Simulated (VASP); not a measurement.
# NaI (Fm-3m) in VASP: notebook, part 2 of 2

VASP 6.6.1. The steps go on from the part before.

### Step 3. Density of states, PBEsol

Input file POSCAR:

```
NaI
1.0
    0.0000000000      3.2646422433      3.2646422433
    3.2646422433      0.0000000000      3.2646422433
    3.2646422433      3.2646422433      0.0000000000
Na I
1 1
Direct
    0.5000000000      0.5000000000      0.5000000000
    0.0000000000      0.0000000000      0.0000000000
```

Input file INCAR.step1:

```
PREC = Accurate
ENCUT = 520
EDIFF = 1E-6
ISMEAR = 0
SIGMA = 0.02
LREAL = False
LASPH = True
NELM = 100
ALGO = Normal
ISIF = 2
LWAVE = False
LCHARG = True
GGA = PS
NBANDS = 14
```

Input file KPOINTS.step1:

```
regular mesh
0
Gamma
  6 6 6
```

Input file INCAR.step2:

```
PREC = Accurate
ENCUT = 520
EDIFF = 1E-6
ISMEAR = -5
SIGMA = 0.02
LREAL = False
LASPH = True
NELM = 100
ALGO = Normal
ISIF = 2
LWAVE = False
LCHARG = False
GGA = PS
LORBIT = 11
NBANDS = 14
NEDOS = 2001
ICHARG = 11
```

Input file KPOINTS.step2:

```
regular mesh
0
Gamma
  9 9 9
```

Potentials or basis: VASP PAW PBE potentials, release 64 (Na_pv, I).

On the command line:

```sh
$ cat potpaw_PBE.64/Na_pv/POTCAR potpaw_PBE.64/I/POTCAR > POTCAR
$ cp INCAR.step1 INCAR
$ cp KPOINTS.step1 KPOINTS
$ mpirun -np 1 vasp_std > vasp.out
$ cp INCAR.step2 INCAR
$ cp KPOINTS.step2 KPOINTS
$ mpirun -np 1 vasp_std > vasp.out
```

OUTCAR:

```text
PREC = Accurate
   ENCUT = 520
   EDIFF = 1E-6
   ISMEAR = -5
   LREAL = False
   LASPH = True
   NELM = 100
   ISIF = 2
   GGA = PS
   LORBIT = 11
   ICHARG = 11

 ion  position               nearest neighbor table
   1  0.500  0.500  0.500-
   2  0.000  0.000  0.000-

  LATTYP: Found a face centered cubic cell.
 ALAT       =     6.5292844866

  Lattice vectors:

 A1 = (   0.0000000000,   3.2646422433,   3.2646422433)
 A2 = (   3.2646422433,   0.0000000000,   3.2646422433)
 A3 = (   3.2646422433,   3.2646422433,   0.0000000000)

Analysis of symmetry for initial positions (statically):
=====================================================================
 Subroutine PRICEL returns:
 Original cell was already a primitive cell.

 Routine SETGRP: Setting up the symmetry group for a
 face centered cubic supercell.

 Subroutine GETGRP returns: Found 48 space group operations
[... 9 lines left out ...]

 Routine SETGRP: Setting up the symmetry group for a
 face centered cubic supercell.

 Subroutine GETGRP returns: Found 48 space group operations
[... 11 lines left out ...]
                                     Primitive cell

  volume of cell :      69.5884

  direct lattice vectors                    reciprocal lattice vectors
     0.000000000  3.264642243  3.264642243    -0.153156139  0.153156139  0.153156139
     3.264642243  0.000000000  3.264642243     0.153156139 -0.153156139  0.153156139
     3.264642243  3.264642243  0.000000000     0.153156139  0.153156139 -0.153156139

  length of vectors
     4.616901337  4.616901337  4.616901337     0.265274214  0.265274214  0.265274214

  position of ions in fractional coordinates (direct lattice)
     0.500000000  0.500000000  0.500000000
     0.000000000  0.000000000  0.000000000

  ion indices of the primitive-cell ions
   primitive index   ion index
                 1           1
                 2           2

----------------------------------------------------------------------------------------

 KPOINTS: regular mesh

Automatic generation of k-mesh.
 Grid dimensions read from file:
 generate k-points for:    9    9    9

 Generating k-lattice:

  Cartesian coordinates                     Fractional coordinates (reciprocal lattice)
    -0.017017349  0.017017349  0.017017349     0.111111111  0.000000000  0.000000000
     0.017017349 -0.017017349  0.017017349     0.000000000  0.111111111  0.000000000
     0.017017349  0.017017349 -0.017017349     0.000000000  0.000000000  0.111111111

  Length of vectors
     0.029474913  0.029474913  0.029474913

  Shift w.r.t. Gamma in fractional coordinates (k-lattice)
     0.000000000  0.000000000  0.000000000

 TETIRR: Found    115 inequivalent tetrahedra from     4374

 Subroutine IBZKPT returns following result:
 ===========================================

 Found     35 irreducible k-points:

 Following reciprocal coordinates:
            Coordinates               Weight
  0.000000  0.000000  0.000000      1.000000
  0.111111  0.000000  0.000000      8.000000
  0.222222  0.000000  0.000000      8.000000
  0.333333  0.000000  0.000000      8.000000
  0.444444  0.000000  0.000000      8.000000
  0.111111  0.111111  0.000000      6.000000
[... 16 lines left out ...]
 -0.333333  0.333333  0.000000     12.000000
  0.444444  0.444444  0.000000      6.000000
 [... further k-points ...]
   k-points           NKPTS =     35   k-points in BZ     NKDIM =     35   number of bands    NBANDS=     14
   number of dos      NEDOS =   2001   number of ions     NIONS =      2
   total plane-waves  NPLWV =  46656
   dimension x,y,z NGX =    36 NGY =   36 NGZ =   36
   dimension x,y,z NGXF=    72 NGYF=   72 NGZF=   72
   ions per type =               1   1
   NGX,Y,Z   is equivalent  to a cutoff of  12.96, 12.96, 12.96 a.u.
   NGXF,Y,Z  is equivalent  to a cutoff of  25.93, 25.93, 25.93 a.u.
 SYSTEM =  unknown system
   PREC   = accura    normal or accurate (medium, high low for compatibility)
   ISTART =      0    job   : 0-new  1-cont  2-samecut
   ICHARG =     11    charge: 1-file 2-atom 10-const
   ISPIN  =      1    spin polarized calculation?
   LNONCOLLINEAR =      F non collinear calculations
   LSORBIT =      F    spin-orbit coupling
   LASPH  =      T    aspherical Exc in radial PAW
   ENCUT  =  520.0 eV  38.22 Ry    6.18 a.u.   8.58  8.58  8.58*2*pi/ulx,y,z
   NELM   =    100;   NELMIN=  2; NELMDL=  0     # of ELM steps
   EDIFF  = 0.1E-05   stopping-criterion for ELM
   LREAL  =      F    real-space projection
   EDIFFG = 0.1E-04   stopping-criterion for IOM
   NSW    =      0    number of steps for IOM
   IBRION =     -1    ionic relax: 0-MD 1-quasi-New 2-CG
   NFREE  =      0    steps in history (QN), initial steepest desc. (CG)
   ISIF   =      2    stress and relaxation
   ISYM   =      2    0-nonsym 1-usesym 2-fastsym
   POTIM  = 0.5000    time-step for ionic-motion
   TEBEG  =    0.0;   TEEND  =   0.0 temperature during run
   PSTRESS=    0.0 pullay stress
   NELECT =      14.0000    total number of electrons
   NUPDOWN=      -1.0000    fix difference up-down
   EMIN   =  10.00;   EMAX   =-10.00  energy-range for DOS
   EFERMI =   0.00;   METHOD = LEGACY
   ISMEAR =    -5;   SIGMA  =   0.02  broadening in eV -4-tet -1-fermi 0-gaus
   EFERMI_NEDOS =   21; number of points for ismear=-14 and -15
   IALGO  =     38    algorithm
   IMIX   =      4    mixing-type and parameters
     AMIX     =   0.40;   BMIX     =  1.00
     AMIX_MAG =   1.60;   BMIX_MAG =  1.00
  volume/ion in A,a.u.               =      34.79       234.80
  Fermi-wavevector in a.u.,A,eV,Ry     =   0.959265  1.812748 12.519935  0.920189
  Thomas-Fermi vector in A             =   2.088446
   LORBIT       =     11    0 simple, 1 ext, 2 COOP (PROOUT), +10 PAW based schemes
   GGA     = PS    functional components
   LHFCALC =     F    Hartree Fock is set to
   AEXX    =    0.0000 exact exchange contribution
   IVDW    =     0    specifies the selected vdW correction
   LEPSILON=     F    determine dielectric tensor
   LRPA    =     F    only Hartree local field effects (RPA)
 non-spin polarized calculation
 Fermi weights with tetrahedron method with Bloechl corrections
  energy-cutoff  :      520.00
  volume of cell :       69.59
 maximum number of plane-waves:      1893

 number of electron      13.9999993 magnetization

 Free energy of the ion-electron system (eV)
  ---------------------------------------------------
  ext. energy  EPLUGINS =         0.00000000
  ---------------------------------------------------
  free energy    TOTEN  =        -5.65950316 eV

  energy without entropy =       -5.65950316  energy(sigma->0) =       -5.65950316

 E-fermi :   0.5550     XC(G=0):  -7.7388

 val. band max:        0.5409213998   @ k =   0.0000   0.0000   0.0000
 cond. band min:       3.9832092676   @ k =   0.0000   0.0000   0.0000
 fundamental gap:      3.4422878678
 Fermi energy:         0.5550063345

 k-point     1 :       0.0000    0.0000    0.0000
  band No.  band energies     occupation
      1     -21.7365      2.00000
      2     -21.7365      2.00000
      3     -21.7365      2.00000
      4     -10.4504      2.00000
      5       0.5409      2.00000
      6       0.5409      2.00000
      7       0.5409      2.00000
      8       3.9832      0.00000
      9       8.3853      0.00000
     10       8.3853      0.00000
     11       8.3853      0.00000
     12      10.2142      0.00000
     13      10.2142      0.00000
     14      10.7572      0.00000

 k-point     2 :       0.1111    0.0000    0.0000
  band No.  band energies     occupation
      1     -21.7371      2.00000
      2     -21.7366      2.00000
      3     -21.7366      2.00000
      4     -10.4184      2.00000
      5       0.1699      2.00000
      6       0.5068      2.00000
      7       0.5068      2.00000
      8       4.4066      0.00000
      9       8.0538      0.00000
     10       8.5090      0.00000
[... 362 lines left out ...]
 k-point    24 :       0.4444    0.4444    0.0000
  band No.  band energies     occupation
      1     -21.7401      2.00000
      2     -21.7380      2.00000
      3     -21.7380      2.00000
      4     -10.0974      2.00000
      5      -1.2822      2.00000
      6      -0.1623      2.00000
      7      -0.1623      2.00000
      8       5.0330      0.00000
      9       6.0489      0.00000
     10       9.8197      0.00000
     11      11.3614      0.00000
     12      11.3614      0.00000
     13      11.9293      0.00000
     14      13.9132      0.00000

 [... further k-points ...]
[... 5 lines left out ...]
  --------------------------------------------------------------------------------------
  -------------------------------------------------------------------------------------
  Total       -0.3652207     -0.3652207     -0.3652207      0.0000000     -0.0000000      0.0000000
  in kB       -8.4087074     -8.4087074     -8.4087074      0.0000000     -0.0000000      0.0000000
  external PRESSURE =      -8.4087074 kB  Pullay stress =       0.0000000 kB

 VOLUME and BASIS-vectors are now :
 -----------------------------------------------------------------------------
  energy-cutoff  :      520.00
  volume of cell :       69.59
      direct lattice vectors                 reciprocal lattice vectors
     0.000000000  3.264642243  3.264642243    -0.153156139  0.153156139  0.153156139
     3.264642243  0.000000000  3.264642243     0.153156139 -0.153156139  0.153156139
     3.264642243  3.264642243  0.000000000     0.153156139  0.153156139 -0.153156139

 POSITION                                       TOTAL-FORCE (eV/Angst)
 -----------------------------------------------------------------------------------
      3.26464      3.26464      3.26464         0.000000      0.000000      0.000000
      0.00000      0.00000      0.00000        -0.000000     -0.000000     -0.000000
 -----------------------------------------------------------------------------------
    total drift:                                0.000000      0.000000      0.000000

  FREE ENERGIE OF THE ION-ELECTRON SYSTEM (eV)
  ---------------------------------------------------
  free  energy   TOTEN  =        -5.6595031622 eV

  energy  without entropy=       -5.6595031622  energy(sigma->0) =       -5.65950316

 total charge

# of ion       s       p       d       tot
------------------------------------------
    1        0.040   5.973   0.000   6.013
    2        1.493   2.833   0.002   4.328
--------------------------------------------------
tot          1.533   8.805   0.002  10.341
```

It took 50 s on 1 thread of Intel Xeon Platinum 8259CL at 2.50GHz (Skylake/Cascade Lake), shared host; peak memory 0.2 GiB.

Results:

| Item | Value |
| --- | --- |
| Valence electrons inside the program's atomic spheres | Na 6.01; I 4.33 |

Levels at points of the mesh, in eV from the valence-band top:
| k point | band 3 | band 4 | band 5 | band 6 | band 7 | band 8 | band 9 | band 10 | band 11 | band 12 |
| --- | --- | --- | --- | --- | --- | --- | --- | --- | --- | --- |
| (0.00, 0.00, 0.00) | -22.28 | -10.99 | 0.00 | 0.00 | 0.00 | 3.44 | 7.84 | 7.84 | 7.84 | 9.67 |

Caveat: the PAW data sets were made with another functional, which shifts forces and pressure a little; spin-orbit coupling is left out, which moves the levels of the heavy elements.

### Step 4. Vibrations by perturbation theory, PBE

Input file INCAR:

```
PREC = Accurate
ENCUT = 520
EDIFF = 1E-8
ISMEAR = 0
SIGMA = 0.01
LREAL = F
LASPH = T
NELM = 60
ALGO = Normal
ISIF = 2
LWAVE = F
LCHARG = F
GGA = PE
IBRION = 8
NSW = 1
LEPSILON = T
```

Input file KPOINTS:

```
Automatic mesh
0
Gamma
  8 8 8
```

POSCAR is that of step 3.

Potentials or basis: VASP PAW PBE potentials, release 64 (Na_pv, I).

On the command line:

```sh
$ cat potpaw_PBE.64/Na_pv/POTCAR potpaw_PBE.64/I/POTCAR > POTCAR
$ mpirun -np 1 vasp_std > vasp.out
```

OUTCAR:

```text
PREC = Accurate
   ENCUT = 520
   EDIFF = 1E-8
   ISMEAR = 0
   LREAL = F
   LASPH = T
   NELM = 60
   ISIF = 2
   GGA = PE
   IBRION = 8
   NSW = 1
   LEPSILON = T

 ion  position               nearest neighbor table
   1  0.500  0.500  0.500-
   2  0.000  0.000  0.000-

[... 665 lines left out ...]
             X         Y         Z           dx          dy          dz
      3.264642  3.264642  3.264642     0.000000    0.917409    0.000000
      0.000000  0.000000  0.000000     0.000000   -0.397945    0.000000
[... 21 lines left out ...]
   6 f/i=    0.020995 THz     0.131917 2PiTHz    0.700326 cm-1     0.086829 meV
             X         Y         Z           dx          dy          dz
      3.264642  3.264642  3.264642     0.000000    0.000000   -0.397945
      0.000000  0.000000  0.000000     0.000000    0.000000   -0.917409

--------------------------------------------------------------------------------------------------------

 MACROSCOPIC STATIC DIELECTRIC TENSOR IONIC CONTRIBUTION
 ------------------------------------------------------
           5.037975     0.000000    -0.000000
           0.000000     5.037975    -0.000000
           0.000000    -0.000000     5.037975
 ------------------------------------------------------

 ELASTIC MODULI CONTR FROM IONIC RELAXATION (kBar)
 Direction    XX          YY          ZZ          XY          YZ          ZX
 --------------------------------------------------------------------------------
 XX           0.0000      0.0000      0.0000      0.0000      0.0000      0.0000
 YY           0.0000      0.0000      0.0000      0.0000      0.0000      0.0000
 ZZ           0.0000      0.0000      0.0000      0.0000      0.0000      0.0000
 XY           0.0000      0.0000      0.0000      0.0000      0.0000      0.0000
 YZ           0.0000      0.0000      0.0000      0.0000      0.0000      0.0000
 ZX           0.0000      0.0000      0.0000      0.0000      0.0000      0.0000
 --------------------------------------------------------------------------------

 PIEZOELECTRIC TENSOR IONIC CONTR  for field in x, y, z        (C/m^2)
          XX          YY          ZZ          XY          YZ          ZX
  --------------------------------------------------------------------------------
  x     0.00000     0.00000     0.00000     0.00000     0.00000     0.00000
  y     0.00000     0.00000     0.00000     0.00000     0.00000     0.00000
  z     0.00000     0.00000     0.00000     0.00000     0.00000     0.00000
```

Wall time 9.2 min (1 thread of AMD EPYC 7R43 (Zen 3), shared host); peak memory 0.29 GiB.

Results:

* Electronic dielectric tensor (diagonal): 3.33
* Born charges (mean of the diagonal): Na +1.21; I -1.21 e
* Highest phonon frequency at Γ, LO-TO splitting left out: 102 cm⁻¹

Phonon frequencies in cm⁻¹ (negative: imaginary):
```tsv
q point	frequencies
(0.000, 0.000, 0.000)	-1 -1 -1 102 102 102
```

Electronic dielectric tensor:
```
3.33 0.00 0.00
0.00 3.33 0.00
0.00 0.00 3.33
```

Born effective charge tensors (e):
atom 1, Na
```
1.21 0.00 0.00
0.00 1.21 0.00
0.00 0.00 1.21
```
atom 2, I
```
-1.21  0.00  0.00
 0.00 -1.21  0.00
 0.00  0.00 -1.21
```

Caveat: spin-orbit coupling is left out, which moves the levels of the heavy elements.
